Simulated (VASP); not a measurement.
# Ge (P6_3/mmc) in VASP: further runs

Ge is run at these levels: PBEsol; tasks: electric field gradients.

Program: VASP 6.6.1. These are calculated values, not measurements. Logs are shortened: lines on timing, memory, paths and dates and some standing lists are left out, and cuts for length are marked.

**1. The cell of the first run**

It takes space group P6_3/mmc (No. 194, hexagonal). The conventional cell has a = 4.050 Å, b = 4.050 Å, c = 6.686 Å, α = 90.00°, β = 90.00°, γ = 120.00°. Ge (site symmetry 3m) has 4 Ge at 2.49 to 2.50 Å within 3.3 Å.

**2. Electric field gradients, PBEsol (volume scaled by 1.04)**

File INCAR:

```
ALGO = Normal ; EDIFF = 1E-8
ENCUT = 520 ; GGA = PS
ISIF = 2 ; ISMEAR = -1
LASPH = True ; LCHARG = False
LEFG = True ; LREAL = False
LWAVE = False ; NBANDS = 36
NELM = 60 ; PREC = Accurate
SIGMA = 0.05
```

File KPOINTS:

```
k-points
0
Gamma
  11 11 6
```

File POSCAR:

```
Ge
1.0
    4.0501916896      0.0000000000      0.0000000000
   -2.0250958448      3.5075688934      0.0000000000
    0.0000000000      0.0000000000      6.6862218294
Ge
4
Direct
    0.6666666667      0.3333333333      0.0629012500
    0.3333333333      0.6666666667      0.5629012500
    0.6666666667      0.3333333333      0.4370987500
    0.3333333333      0.6666666667      0.9370987500
```

Potentials or basis: VASP PAW PBE potentials, release 64 (Ge_d).

The run is started by

```console
cat potpaw_PBE.64/Ge_d/POTCAR > POTCAR
mpirun -np 1 vasp_std > vasp.out
```

OUTCAR:

```text
EDIFF = 1E-8
   ENCUT = 520
   GGA = PS
   ISIF = 2
   ISMEAR = -1
   LASPH = True
   LREAL = False
   NELM = 60
   PREC = Accurate

 ion  position               nearest neighbor table
   1  0.667  0.333  0.063-   4 2.49   4 2.49   4 2.49   3 2.50
   2  0.333  0.667  0.563-   3 2.49   3 2.49   3 2.49   4 2.50
   3  0.667  0.333  0.437-   2 2.49   2 2.49   2 2.49   1 2.50
   4  0.333  0.667  0.937-   1 2.49   1 2.49   1 2.49   2 2.50

  LATTYP: Found a hexagonal cell.
 ALAT       =     4.0501916896
 C/A-ratio  =     1.6508408347

  Lattice vectors:

 A1 = (   4.0501916896,   0.0000000000,   0.0000000000)
 A2 = (  -2.0250958448,   3.5075688934,   0.0000000000)
 A3 = (   0.0000000000,   0.0000000000,   6.6862218294)

Analysis of symmetry for initial positions (statically):
=====================================================================
 Subroutine PRICEL returns:
 Original cell was already a primitive cell.

 Routine SETGRP: Setting up the symmetry group for a
 hexagonal supercell.

 Subroutine GETGRP returns: Found 24 space group operations
 (whereof 12 operations were pure point group operations)
 out of a pool of 24 trial point group operations.

The static configuration has the point symmetry D_3d.
 The point group associated with its full space group is D_6h.

Analysis of symmetry for dynamics (positions and initial velocities):
=====================================================================
 Subroutine PRICEL returns:
 Original cell was already a primitive cell.

 Routine SETGRP: Setting up the symmetry group for a
 hexagonal supercell.

 Subroutine GETGRP returns: Found 24 space group operations
 (whereof 12 operations were pure point group operations)
 out of a pool of 24 trial point group operations.

The dynamic configuration has the point symmetry D_3d.
 The point group associated with its full space group is D_6h.

 Subroutine INISYM returns: Found 24 space group operations
 (whereof 12 operations are pure point group operations),
 and found     1 'primitive' translations
[... 140 lines left out ...]
  ---------------------------------------------------
  ext. energy  EPLUGINS =         0.00000000
  ---------------------------------------------------
  free energy    TOTEN  =       -19.65402467 eV

  energy without entropy =      -19.65272569  energy(sigma->0) =      -19.65337518

 E-fermi :   4.4543     XC(G=0):  -9.8984

 val. band max:        4.4019076548   @ k =   0.0000   0.0000   0.1667
 cond. band min:       4.5694517656   @ k =   0.0000   0.0000   0.3333
 fundamental gap:      0.1675441108
 Fermi energy:         4.4542878572

 k-point     1 :       0.0000    0.0000    0.0000
  band No.  band energies     occupation
      1     -20.3285      2.00000
      2     -20.3285      2.00000
      3     -20.2942      2.00000
      4     -20.2942      2.00000
      5     -20.2937      2.00000
      6     -20.2815      2.00000
[... 925 lines left out ...]
     35      10.5239      0.00000
     36      11.1123      0.00000

 [... further k-points ...]

------------------------ aborting loop because EDIFF is reached ----------------------------------------

  FORCE on cell =-STRESS in cart. coord.  units (eV):
  Direction    XX          YY          ZZ          XY          YZ          ZX
  --------------------------------------------------------------------------------------
  -------------------------------------------------------------------------------------
  Total       -1.4788637     -1.4788637     -1.5540476      0.0000000     -0.0000000      0.0000000
  in kB      -24.9445778    -24.9445778    -26.2127345      0.0000000     -0.0000000      0.0000000
  external PRESSURE =     -25.3672967 kB  Pullay stress =       0.0000000 kB

 VOLUME and BASIS-vectors are now :
 -----------------------------------------------------------------------------
  energy-cutoff  :      520.00
  volume of cell :       94.99
      direct lattice vectors                 reciprocal lattice vectors
     4.050191690  0.000000000  0.000000000     0.246901894  0.142548875  0.000000000
    -2.025095845  3.507568893  0.000000000     0.000000000  0.285097750  0.000000000
     0.000000000  0.000000000  6.686221829     0.000000000  0.000000000  0.149561296

 POSITION                                       TOTAL-FORCE (eV/Angst)
 -----------------------------------------------------------------------------------
      2.02510      1.16919      0.42057        -0.000000     -0.000000     -0.012893
     -0.00000      2.33838      3.76368         0.000000     -0.000000     -0.012893
      2.02510      1.16919      2.92254        -0.000000      0.000000      0.012893
     -0.00000      2.33838      6.26565        -0.000000      0.000000      0.012893
 -----------------------------------------------------------------------------------
    total drift:                                0.000000     -0.000000      0.000000

  FREE ENERGIE OF THE ION-ELECTRON SYSTEM (eV)
  ---------------------------------------------------
  free  energy   TOTEN  =       -19.6540246715 eV

  energy  without entropy=      -19.6527256914  energy(sigma->0) =      -19.65337518

 Electric field gradients (V/A^2)
---------------------------------------------------------------------
 ion       V_xx      V_yy      V_zz      V_xy      V_xz      V_yz
---------------------------------------------------------------------
   1      -3.534    -3.541     7.075    -0.006     0.000    -0.000
   2      -3.534    -3.541     7.075    -0.006    -0.000     0.000
   3      -3.534    -3.541     7.075    -0.006    -0.000     0.000
   4      -3.534    -3.541     7.075    -0.006     0.000    -0.000
---------------------------------------------------------------------

 Electric field gradients after diagonalization (V/A^2)
 (convention: |V_zz| > |V_xx| > |V_yy|)
----------------------------------------------------------------------
 ion       V_xx      V_yy      V_zz     asymmetry (V_yy - V_xx)/ V_zz
----------------------------------------------------------------------
   1      -3.544    -3.531     7.075       0.002
   2      -3.544    -3.531     7.075       0.002
   3      -3.544    -3.531     7.075       0.002
   4      -3.544    -3.531     7.075       0.002
----------------------------------------------------------------------

           NMR quadrupolar parameters

 Cq : quadrupolar parameter    Cq=e*Q*V_zz/h
 eta: asymmetry parameters     (V_yy - V_xx)/ V_zz
 Q  : nuclear electric quadrupole moment in mb (millibarn)
----------------------------------------------------------------------
 ion       Cq(MHz)       eta       Q (mb)
----------------------------------------------------------------------
   1       0.017       0.002       1.000
   2       0.017       0.002       1.000
   3       0.017       0.002       1.000
   4       0.017       0.002       1.000
----------------------------------------------------------------------
```

stdout:

```text
POSCAR found type information on POSCAR Ge
 POSCAR found :  1 types and       4 ions
 scaLAPACK will be used
 -----------------------------------------------------------------------------
|                                                                             |
|                                                                             |
|     You enforced a specific xc type in the INCAR file but a different       |
|     I HOPE YOU KNOW WHAT YOU ARE DOING!                                     |
|                                                                             |
 -----------------------------------------------------------------------------

 LDA part: xc-table for (Slater+PW92), standard interpolation
 POSCAR, INCAR and KPOINTS ok, starting setup
 FFT: planning ... GRIDC
 FFT: planning ... GRID_SOFT
 FFT: planning ... GRID
 WAVECAR not read
 entering main loop
ion   1

ion   2

ion   3

ion   4
```

Run time: 3.5 min. Hardware: 1 thread of Oxide Virtual Turin-like, shared host; peak memory 0.26 GiB.

What came out:

| Quantity | Value |
| --- | --- |
| Free energy | -19.6540 eV |
| Pressure | -2.5 GPa |
| Largest force | 0.013 eV/Å |
| Band gap on the k mesh | zero (filled and empty bands touch) |

Forces on the atoms (eV/Å):
```
Ge   0.000  0.000 -0.013
Ge   0.000  0.000 -0.013
Ge   0.000  0.000  0.013
Ge   0.000  0.000  0.013
```

Levels at points of the mesh, in eV from the Fermi level:
```
           k point  band 26  band 27  band 28  band 29  band 30  band 31
(0.00, 0.00, 0.00)    -0.39    -0.23    -0.15     0.12     0.12     2.25
(0.00, 0.00, 0.50)    -0.82    -0.82    -0.82     0.52     0.52     3.32
```

Electric field gradients, principal values (V/Å²):
```csv
atom,least,middle,greatest (by size)
1 Ge,-3.531,-3.544,7.075
2 Ge,-3.531,-3.544,7.075
3 Ge,-3.531,-3.544,7.075
4 Ge,-3.531,-3.544,7.075
```

Caveat: without QUAD_EFG the Cq values of the log hold for a quadrupole moment of 1 mb, not for the nuclei; the PAW data sets were made with another functional, which shifts forces and pressure a little.

[end of part 1 of 2]
